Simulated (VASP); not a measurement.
# Al3GaN4 (Cmm2) in VASP: notebook

Runs on Al3GaN4. Level: PBEsol. Tasks: single point.

Everything below comes from runs of VASP 6.6.1. Logs are shortened: lines on timing, memory, paths and dates and some standing lists are left out, and cuts for length are marked.

## 1. The cell of the first run

The structure is orthorhombic, space group Cmm2 (No. 35). Conventional cell: a = 5.921 Å, b = 6.544 Å, c = 4.407 Å, α = 90.00°, β = 90.00°, γ = 90.00°. Al (site symmetry 2) has 4 N at 1.83 to 1.96 Å within 2.4 Å. Al (site symmetry mm2) has 4 N at 1.83 to 1.96 Å within 2.4 Å. Within 2.5 Å of Ga (site symmetry mm2) lie 4 N at 1.88 to 2.01 Å. Within 2.4 Å of N (site symmetry m) lie 3 Al at 1.83 to 1.96 Å and 1 Ga at 2.01 Å. Within 2.4 Å of N (site symmetry m) lie 3 Al at 1.83 to 1.96 Å and 1 Ga at 1.88 Å.

## 2. Single point, PBEsol (strain -0.1000 x Voigt [0, 0, 0, 0, 1, 0])

File INCAR:

```
SYSTEM = Al3GaN4
ALGO = Normal ; EDIFF = 1E-6
ENCUT = 520 ; GGA = PS
ISIF = 2 ; ISMEAR = 0
LASPH = .True. ; LCHARG = .False.
LREAL = .False. ; LWAVE = .False.
NBANDS = 31 ; NELM = 60
PREC = Accurate ; SIGMA = 0.05
```

File KPOINTS:

```
k-points
0
Gamma
  6 6 6
  0 0 0
```

File POSCAR:

```
Al3GaN4
1.0
    4.4069948390      0.0000000000     -0.2203497420
    0.0000000000      4.4069948390      0.0000000000
   -0.2203497420      0.0000000000      4.4069948390
Al Ga N
3 1 4
Direct
    0.5000000000      0.5000000000      0.0000000000
    0.5000000000      0.0000000000      0.5000000000
    0.0000000000      0.5000000000      0.5000000000
    0.0000000000      0.0000000000      0.0000000000
    0.7447077168      0.7447077168      0.2552922832
    0.7447077168      0.2552922832      0.7447077168
    0.2552922832      0.7447077168      0.7447077168
    0.2552922832      0.2552922832      0.2552922832
```

Potentials or basis: VASP PAW PBE potentials, release 64 (Al, Ga_d, N).

On the command line:

```bash
$ cat potpaw_PBE.64/Al/POTCAR potpaw_PBE.64/Ga_d/POTCAR potpaw_PBE.64/N/POTCAR > POTCAR
$ mpirun -np 1 vasp_std > vasp.out
```

OUTCAR:

```text
SYSTEM = Al3GaN4
   EDIFF = 1E-6
   ENCUT = 520
   GGA = PS
   ISIF = 2
   ISMEAR = 0
   LASPH = .True.
   LREAL = .False.
   NELM = 60
   PREC = Accurate

 ion  position               nearest neighbor table
   1  0.500  0.500  0.000-   5 1.83   7 1.83   6 1.96   8 1.96   3 2.96   3 2.96   4 3.12   4 3.12
                             4 3.12   4 3.12   2 3.12   2 3.12   2 3.12   2 3.12   3 3.27   3 3.27
   2  0.500  0.000  0.500-   6 1.83   8 1.83   7 1.96   5 1.96   4 2.96   4 2.96   3 3.12   3 3.12
                             3 3.12   3 3.12   1 3.12   1 3.12   1 3.12   1 3.12
   3  0.000  0.500  0.500-   5 1.83   7 1.83   6 1.96   8 1.96   1 2.96   1 2.96   2 3.12   2 3.12
                             2 3.12   2 3.12   4 3.12   4 3.12   4 3.12   4 3.12   1 3.27   1 3.27
   4  0.000  0.000  0.000-   6 1.88   8 1.88   7 2.01   5 2.01   2 2.96   2 2.96   1 3.12   1 3.12
                             1 3.12   1 3.12   3 3.12   3 3.12   3 3.12   3 3.12
   5  0.745  0.745  0.255-   1 1.83   3 1.83   2 1.96   4 2.01
   6  0.745  0.255  0.745-   2 1.83   4 1.88   3 1.96   1 1.96
   7  0.255  0.745  0.745-   1 1.83   3 1.83   2 1.96   4 2.01
   8  0.255  0.255  0.255-   2 1.83   4 1.88   3 1.96   1 1.96

  LATTYP: Found a base centered orthorhombic cell.
 ALAT       =     5.9208102770
 B/A-ratio  =     1.1052631579
 C/A-ratio  =     0.7443229276

  Lattice vectors:

 A1 = (  -0.2203497420,   0.0000000000,   4.4069948390)
 A2 = (   4.4069948390,   0.0000000000,  -0.2203497420)
 A3 = (   0.0000000000,   4.4069948390,   0.0000000000)

Analysis of symmetry for initial positions (statically):
=====================================================================
 Subroutine PRICEL returns:
 Original cell was already a primitive cell.

 Routine SETGRP: Setting up the symmetry group for a
 base centered orthorhombic supercell.

 Subroutine GETGRP returns: Found  4 space group operations
 (whereof  4 operations were pure point group operations)
 out of a pool of  8 trial point group operations.

The static configuration has the point symmetry C_2v.

Analysis of symmetry for dynamics (positions and initial velocities):
=====================================================================
 Subroutine PRICEL returns:
 Original cell was already a primitive cell.

 Routine SETGRP: Setting up the symmetry group for a
 base centered orthorhombic supercell.

 Subroutine GETGRP returns: Found  4 space group operations
 (whereof  4 operations were pure point group operations)
 out of a pool of  8 trial point group operations.

The dynamic configuration has the point symmetry C_2v.

 Subroutine INISYM returns: Found  4 space group operations
[... 119 lines left out ...]
   PSTRESS=    0.0 pullay stress
   NELECT =      42.0000    total number of electrons
   NUPDOWN=      -1.0000    fix difference up-down
   EMIN   =  10.00;   EMAX   =-10.00  energy-range for DOS
   EFERMI =   0.00;   METHOD = LEGACY
   ISMEAR =     0;   SIGMA  =   0.05  broadening in eV -4-tet -1-fermi 0-gaus
   EFERMI_NEDOS =   21; number of points for ismear=-14 and -15
   IALGO  =     38    algorithm
   IMIX   =      4    mixing-type and parameters
     AMIX     =   0.40;   BMIX     =  1.00
     AMIX_MAG =   1.60;   BMIX_MAG =  1.00
  volume/ion in A,a.u.               =      10.67        72.02
  Fermi-wavevector in a.u.,A,eV,Ry     =   1.292343  2.442174 22.723772  1.670150
  Thomas-Fermi vector in A             =   2.424057
   LORBIT       =      0    0 simple, 1 ext, 2 COOP (PROOUT), +10 PAW based schemes
   GGA     = PS    functional components
   LHFCALC =     F    Hartree Fock is set to
   AEXX    =    0.0000 exact exchange contribution
   IVDW    =     0    specifies the selected vdW correction
   LEPSILON=     F    determine dielectric tensor
   LRPA    =     F    only Hartree local field effects (RPA)
 non-spin polarized calculation
 Gauss-broadening in eV      SIGMA  =   0.05
  energy-cutoff  :      520.00
  volume of cell :       85.38
 maximum number of plane-waves:      2320
 NGX is ok and might be reduce to    36
   NGX = 17   NGY = 17   NGZ = 17

 number of electron      41.9999994 magnetization

 Free energy of the ion-electron system (eV)
  ---------------------------------------------------
  ext. energy  EPLUGINS =         0.00000000
  ---------------------------------------------------
  free energy    TOTEN  =       -59.37174914 eV

  energy without entropy =      -59.37174914  energy(sigma->0) =      -59.37174914

 E-fermi :   6.1568     XC(G=0): -11.3365

 val. band max:        5.9098067378   @ k =   0.0000   0.0000   0.0000
 cond. band min:       8.6929201277   @ k =   0.0000   0.0000   0.0000
 fundamental gap:      2.7831133899
 Fermi energy:         6.1567568514

 k-point     1 :       0.0000    0.0000    0.0000
  band No.  band energies     occupation
      1      -9.5534      2.00000
      2      -7.9517      2.00000
      3      -7.7918      2.00000
      4      -7.5998      2.00000
      5      -6.9871      2.00000
      6      -6.9859      2.00000
[... 805 lines left out ...]
     30      16.1701      0.00000
     31      16.9020      0.00000

 [... further k-points ...]

------------------------ aborting loop because EDIFF is reached ----------------------------------------

  FORCE on cell =-STRESS in cart. coord.  units (eV):
  Direction    XX          YY          ZZ          XY          YZ          ZX
  --------------------------------------------------------------------------------------
  -------------------------------------------------------------------------------------
  Total        1.5744208      0.8892095      1.5744208      0.0000000      0.0000000     11.5854366
  in kB       29.5454677     16.6868423     29.5454677      0.0000000      0.0000000    217.4114717
  external PRESSURE =      25.2592593 kB  Pullay stress =       0.0000000 kB

 VOLUME and BASIS-vectors are now :
 -----------------------------------------------------------------------------
  energy-cutoff  :      520.00
  volume of cell :       85.38
      direct lattice vectors                 reciprocal lattice vectors
     4.406994839  0.000000000 -0.220349742     0.227480699  0.000000000  0.011374035
     0.000000000  4.406994839  0.000000000     0.000000000  0.226911997  0.000000000
    -0.220349742  0.000000000  4.406994839     0.011374035  0.000000000  0.227480699

 POSITION                                       TOTAL-FORCE (eV/Angst)
 -----------------------------------------------------------------------------------
      2.20350      2.20350     -0.11017         0.000000     -0.882963      0.000000
      2.09332      0.00000      2.09332         0.000000     -0.993341      0.000000
     -0.11017      2.20350      2.20350         0.000000     -0.882963      0.000000
      0.00000      0.00000      0.00000         0.000000     -0.925249      0.000000
      3.22567      3.28192      0.96098        -0.069167      0.929378      0.069167
      3.11783      1.12507      3.11783         0.054154      0.912880      0.054154
      0.96098      3.28192      3.22567         0.069167      0.929378     -0.069167
      1.06882      1.12507      1.06882        -0.054154      0.912880     -0.054154
 -----------------------------------------------------------------------------------
    total drift:                               -0.000000     -0.000747      0.000000

  FREE ENERGIE OF THE ION-ELECTRON SYSTEM (eV)
  ---------------------------------------------------
  free  energy   TOTEN  =       -59.3717491427 eV

  energy  without entropy=      -59.3717491427  energy(sigma->0) =      -59.37174914
```

OSZICAR:

```text
N       E                     dE             d eps       ncg     rms          rms(c)
DAV:   1     0.312262312172E+03    0.31226E+03   -0.19481E+04  3638   0.168E+03
DAV:   2    -0.244593472820E+02   -0.33672E+03   -0.31201E+03  3765   0.448E+02
DAV:   3    -0.665618596771E+02   -0.42103E+02   -0.41550E+02  3672   0.125E+02
DAV:   4    -0.682404262497E+02   -0.16786E+01   -0.16729E+01  4394   0.282E+01
DAV:   5    -0.682760486349E+02   -0.35622E-01   -0.35611E-01  3773   0.378E+00    0.163E+01
DAV:   6    -0.593722685379E+02    0.89038E+01   -0.26765E+01  5141   0.531E+01    0.562E+00
DAV:   7    -0.594642261987E+02   -0.91958E-01   -0.29194E+00  3893   0.105E+01    0.400E+00
DAV:   8    -0.593993179200E+02    0.64908E-01   -0.43823E-01  4299   0.582E+00    0.951E-01
DAV:   9    -0.593716088876E+02    0.27709E-01   -0.97714E-02  5015   0.408E+00    0.479E-01
DAV:  10    -0.593716132630E+02   -0.43755E-05   -0.13921E-02  3934   0.651E-01    0.199E-01
DAV:  11    -0.593717479442E+02   -0.13468E-03   -0.72610E-04  5047   0.231E-01    0.230E-02
DAV:  12    -0.593717491657E+02   -0.12215E-05   -0.97438E-05  3975   0.843E-02    0.163E-02
DAV:  13    -0.593717491427E+02    0.22991E-07   -0.68692E-06  4540   0.262E-02
   1 F= -.59371749E+02 E0= -.59371749E+02  d E =-.389231E-14
```

stdout:

```text
POSCAR found type information on POSCAR AlGaN
 POSCAR found :  3 types and       8 ions
 scaLAPACK will be used
 -----------------------------------------------------------------------------
|                                                                             |
|                                                                             |
|     You enforced a specific xc type in the INCAR file but a different       |
|     I HOPE YOU KNOW WHAT YOU ARE DOING!                                     |
|                                                                             |
 -----------------------------------------------------------------------------

 LDA part: xc-table for (Slater+PW92), standard interpolation
 POSCAR, INCAR and KPOINTS ok, starting setup
 FFT: planning ... GRIDC
 FFT: planning ... GRID_SOFT
 FFT: planning ... GRID
 WAVECAR not read
 entering main loop
```

Wall time 2 min (1 thread of Intel Xeon Platinum 8259CL at 2.50GHz (Skylake/Cascade Lake), shared host); peak memory 0.27 GiB.

What came out:

```yaml
Free_energy: -59.3717 eV
Pressure: 2.5 GPa
Largest_force: 0.993 eV/Å
Band_gap_on_the_k_mesh: 2.78 eV, direct
```

Forces in eV/Å, atoms in the order of the input:
```
Al   0.000 -0.883  0.000
Al   0.000 -0.993  0.000
Al   0.000 -0.883  0.000
Ga   0.000 -0.925  0.000
N   -0.069  0.929  0.069
N    0.054  0.913  0.054
N    0.069  0.929 -0.069
N   -0.054  0.913 -0.054
```

Stress tensor (GPa, compression positive):
```
 2.95  0.00 21.74
 0.00  1.67  0.00
21.74  0.00  2.95
```

Caveat: the cell differs from its parent crystal (strain -0.1000 x Voigt [0, 0, 0, 0, 1, 0]); the PAW data sets were made with another functional, which shifts forces and pressure a little.

## 3. Single point, PBEsol (strain +0.0875 x Voigt [0, 0, 0, 0, 1, 0])

File INCAR:

```
PREC = Accurate ; ENCUT = 520
EDIFF = 1E-6 ; ISMEAR = 0
SIGMA = 0.05 ; LREAL = False
LASPH = True ; NELM = 100
ALGO = Normal ; ISIF = 2
LWAVE = False ; LCHARG = False
GGA = PS ; NBANDS = 31
```

File KPOINTS:

```
Automatic mesh
0
Gamma
  6 6 6
```

Changes to POSCAR since step 2:

```diff
@@ -2,5 +2,5 @@
 1.0
-    4.4069948390      0.0000000000     -0.2203497420
+    4.4069948390      0.0000000000      0.1928060242
     0.0000000000      4.4069948390      0.0000000000
-   -0.2203497420      0.0000000000      4.4069948390
+    0.1928060242      0.0000000000      4.4069948390
 Al Ga N
```

Potentials or basis: VASP PAW PBE potentials, release 64 (Al, Ga_d, N).

On the command line:

```bash
$ cat potpaw_PBE.64/Al/POTCAR potpaw_PBE.64/Ga_d/POTCAR potpaw_PBE.64/N/POTCAR > POTCAR
$ mpirun -np 1 vasp_std > vasp.out
```

Wall time 2.2 min (1 thread of Intel Xeon Platinum 8259CL at 2.50GHz (Skylake/Cascade Lake), shared host); peak memory 0.27 GiB.

Results (log left out):

```
Free energy            : -59.5085 eV
Pressure               : 1.9 GPa
Largest force          : 0.864 eV/Å
Band gap on the k mesh : 2.88 eV, direct
```

Forces on the atoms (eV/Å):
```
Al   0.000  0.767  0.000
Al   0.000  0.864  0.000
Al   0.000  0.767  0.000
Ga   0.000  0.803  0.000
N    0.049 -0.793 -0.049
N   -0.058 -0.807 -0.058
N   -0.049 -0.793  0.049
N    0.058 -0.807  0.058
```

Stress tensor (GPa, compression positive):
```
  2.24   0.00 -18.97
  0.00   1.26   0.00
-18.97   0.00   2.24
```

Levels at points of the mesh, in eV from the valence-band top:
```
           k point  band 18  band 19  band 20  band 21  band 22  band 23  band 24  band 25
(0.00, 0.00, 0.00)    -1.66    -0.42    -0.27     0.00     2.88     3.02     3.11     3.16
(0.50, 0.00, 0.00)    -1.45    -1.44    -1.18    -1.17     5.23     5.26     5.73     5.77
(0.00, 0.50, 0.00)    -1.84    -1.57    -1.01    -0.73     5.10     5.23     5.75     5.88
(0.50, 0.50, 0.00)    -1.06    -0.79    -0.76    -0.76     6.72     7.15     7.28     7.49
(0.50, 0.00, 0.50)    -1.14    -0.99    -0.61    -0.46     6.85     7.08     7.26     7.30
(0.50, 0.50, 0.50)    -0.66    -0.62    -0.57    -0.38     5.11     6.33     6.75     6.98
```

Caveat: the cell differs from its parent crystal (strain +0.0875 x Voigt [0, 0, 0, 0, 1, 0]); the PAW data sets were made with another functional, which shifts forces and pressure a little. A k mesh can miss the band edges.

[end of part 1 of 2]
